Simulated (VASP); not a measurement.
# TlBr (Pm-3m) in VASP: further runs, part 2 of 2

VASP 6.6.1. Earlier steps stand in the parts before.

## Step 4: Single point, r2SCAN (strained)

The input, POSCAR:

```
TlBr
1.0
    3.9498721000      0.0000000000      0.0000000000
    0.0000000000      3.9498721000      0.0000000000
    0.0000000000      0.0000000000      3.9498721000
Tl Br
1 1
Direct
    0.0000000000      0.0000000000      0.0000000000
    0.5000000000      0.5000000000      0.5000000000
```

The input, INCAR.step1:

```
PREC = Accurate
ENCUT = 550
ISMEAR = 0
SIGMA = 0.02
LREAL = F
LASPH = T
NELM = 120
NBANDS = 17
GGA = PE
ALGO = Normal
EDIFF = 1E-5
LWAVE = T
LCHARG = F
GGA_COMPAT = F
```

The input, INCAR.step2:

```
PREC = Accurate
ENCUT = 550
EDIFF = 1E-6
ISMEAR = 0
SIGMA = 0.02
LREAL = F
LASPH = T
NELM = 120
ALGO = Normal
ISIF = 2
LWAVE = F
LCHARG = F
METAGGA = R2SCAN
LMIXTAU = T
NBANDS = 17
ISTART = 1
GGA_COMPAT = F
```

The input, KPOINTS:

```
Automatic mesh
0
Gamma
  8 8 8
```

Potentials or basis: VASP PAW PBE potentials, release 64 (Tl_d, Br).

Launch:

```
$ cat potpaw_PBE.64/Tl_d/POTCAR potpaw_PBE.64/Br/POTCAR > POTCAR
$ cp INCAR.step1 INCAR
$ mpirun -np 1 vasp_std > vasp.out
$ cp INCAR.step2 INCAR
$ mpirun -np 1 vasp_std > vasp.out
```

OUTCAR:

```text
PREC = Accurate
   ENCUT = 550
   EDIFF = 1E-6
   ISMEAR = 0
   LREAL = F
   LASPH = T
   NELM = 120
   ISIF = 2
   METAGGA = R2SCAN
   ISTART = 1

 ion  position               nearest neighbor table
   1  0.000  0.000  0.000-   2 3.42   2 3.42   2 3.42   2 3.42   2 3.42   2 3.42   2 3.42   2 3.42

   2  0.500  0.500  0.500-   1 3.42   1 3.42   1 3.42   1 3.42   1 3.42   1 3.42   1 3.42   1 3.42

  LATTYP: Found a simple cubic cell.
 ALAT       =     3.9498721000

  Lattice vectors:

 A1 = (   3.9498721000,   0.0000000000,   0.0000000000)
 A2 = (   0.0000000000,   3.9498721000,   0.0000000000)
 A3 = (   0.0000000000,   0.0000000000,   3.9498721000)

Analysis of symmetry for initial positions (statically):
=====================================================================
 Subroutine PRICEL returns:
 Original cell was already a primitive cell.

 Routine SETGRP: Setting up the symmetry group for a
 simple cubic supercell.

 Subroutine GETGRP returns: Found 48 space group operations
 (whereof 48 operations were pure point group operations)
 out of a pool of 48 trial point group operations.

The static configuration has the point symmetry O_h .

Analysis of symmetry for dynamics (positions and initial velocities):
=====================================================================
 Subroutine PRICEL returns:
 Original cell was already a primitive cell.

 Routine SETGRP: Setting up the symmetry group for a
 simple cubic supercell.

 Subroutine GETGRP returns: Found 48 space group operations
 (whereof 48 operations were pure point group operations)
 out of a pool of 48 trial point group operations.

The dynamic configuration has the point symmetry O_h .

 Subroutine INISYM returns: Found 48 space group operations
 (whereof 48 operations are pure point group operations),
 and found     1 'primitive' translations

[... 109 lines left out ...]
   ISMEAR =     0;   SIGMA  =   0.02  broadening in eV -4-tet -1-fermi 0-gaus
   EFERMI_NEDOS =   21; number of points for ismear=-14 and -15
   IALGO  =     38    algorithm
   IMIX   =      4    mixing-type and parameters
     AMIX     =   0.40;   BMIX     =  1.00
     AMIX_MAG =   1.60;   BMIX_MAG =  1.00
  volume/ion in A,a.u.               =      30.81       207.93
  Fermi-wavevector in a.u.,A,eV,Ry     =   1.125041  2.126020 17.221138  1.265718
  Thomas-Fermi vector in A             =   2.261716
   LORBIT       =      0    0 simple, 1 ext, 2 COOP (PROOUT), +10 PAW based schemes
   METAGGA = R2SCAN    functional components
   LHFCALC =     F    Hartree Fock is set to
   AEXX    =    0.0000 exact exchange contribution
   IVDW    =     0    specifies the selected vdW correction
   LEPSILON=     F    determine dielectric tensor
   LRPA    =     F    only Hartree local field effects (RPA)
 non-spin polarized calculation
 Gauss-broadening in eV      SIGMA  =   0.02
  energy-cutoff  :      550.00
  volume of cell :       61.62
 maximum number of plane-waves:      1856
   NGX = 15   NGY = 15   NGZ = 15

 number of electron      20.0000001 magnetization

 Free energy of the ion-electron system (eV)
  ---------------------------------------------------
  ext. energy  EPLUGINS =         0.00000000
  ---------------------------------------------------
  free energy    TOTEN  =       -68.37499864 eV

  energy without entropy =      -68.37499864  energy(sigma->0) =      -68.37499864

 E-fermi :   2.5070     XC(G=0):  -9.5410

 val. band max:        2.3349407110   @ k =   0.5000   0.0000   0.0000
 cond. band min:       4.5783567386   @ k =   0.5000   0.0000   0.0000
 fundamental gap:      2.2434160277
 Fermi energy:         2.5070386867

 k-point     1 :       0.0000    0.0000    0.0000
  band No.  band energies     occupation
      1     -12.0443      2.00000
      2      -8.1765      2.00000
      3      -8.1765      2.00000
      4      -7.9828      2.00000
      5      -7.9828      2.00000
      6      -7.9828      2.00000
[... 457 lines left out ...]
      4      -8.0352      2.00000
      5      -7.9973      2.00000
      6      -7.9506      2.00000
[... 9 lines left out ...]
     16      13.9552      0.00000
     17      15.7805      0.00000

 [... further k-points ...]

------------------------ aborting loop because EDIFF is reached ----------------------------------------

  FORCE on cell =-STRESS in cart. coord.  units (eV):
  Direction    XX          YY          ZZ          XY          YZ          ZX
  --------------------------------------------------------------------------------------
  -------------------------------------------------------------------------------------
  Total        0.3554534      0.3554534      0.3554534      0.0000000     -0.0000000     -0.0000000
  in kB        9.2415365      9.2415365      9.2415365      0.0000000     -0.0000000     -0.0000000
  external PRESSURE =       9.2415365 kB  Pullay stress =       0.0000000 kB

 VOLUME and BASIS-vectors are now :
 -----------------------------------------------------------------------------
  energy-cutoff  :      550.00
  volume of cell :       61.62
      direct lattice vectors                 reciprocal lattice vectors
     3.949872100  0.000000000  0.000000000     0.253172755  0.000000000  0.000000000
     0.000000000  3.949872100  0.000000000     0.000000000  0.253172755  0.000000000
     0.000000000  0.000000000  3.949872100     0.000000000  0.000000000  0.253172755

 POSITION                                       TOTAL-FORCE (eV/Angst)
 -----------------------------------------------------------------------------------
      0.00000      0.00000      0.00000         0.000000      0.000000      0.000000
      1.97494      1.97494      1.97494         0.000000      0.000000      0.000000
 -----------------------------------------------------------------------------------
    total drift:                                0.000000     -0.000000     -0.000000

  FREE ENERGIE OF THE ION-ELECTRON SYSTEM (eV)
  ---------------------------------------------------
  free  energy   TOTEN  =       -68.3749986416 eV

  energy  without entropy=      -68.3749986416  energy(sigma->0) =      -68.37499864
```

It took 3.5 min on 1 thread of Intel Xeon 8259CL, shared host; peak memory 0.2 GiB.

What came out:

```yaml
Free_energy: -68.3750 eV
Pressure: 0.9 GPa
Band_gap_on_the_k_mesh: 2.24 eV
```

Caveat: the cell differs from its parent crystal (strained); the PAW data sets were made with another functional, which shifts forces and pressure a little; spin-orbit coupling is left out, which moves the levels of the heavy elements. A k mesh can miss the band edges.

## Step 5: Overview

| level | potentials or basis | cell | k mesh | cutoff (eV) | smearing | gap on the mesh (eV) | pressure (GPa) |
| --- | --- | --- | --- | --- | --- | --- | --- |
| PBE | VASP PAW PBE potentials, release 64 (Tl_d, Br) | a = 3.970 Å, 2 atoms | 4 × 4 × 4 | 500 | gaussian 0.1 eV | 1.83 | 1.5 |
| LDA | VASP PAW LDA potentials, release 64 (Tl_d, Br) | a = 4.129 Å, 2 atoms | 8 × 8 × 8 | 500 | gaussian 0.02 eV | 1.90 | -4.2 |
| r2SCAN | VASP PAW PBE potentials, release 64 (Tl_d, Br) | a = 3.950 Å, 2 atoms | 8 × 8 × 8 | 550 | gaussian 0.02 eV | 2.24 | 0.9 |

Alike in all rows: task single point; no spin polarisation.

Caveats: spin-orbit coupling is left out, which moves the levels of the heavy elements; the cell stands under tension (at least some runs); the PAW data sets were made with another functional, which shifts forces and pressure a little (at least some runs).

Absolute energies hang on the potentials; compare differences alone.
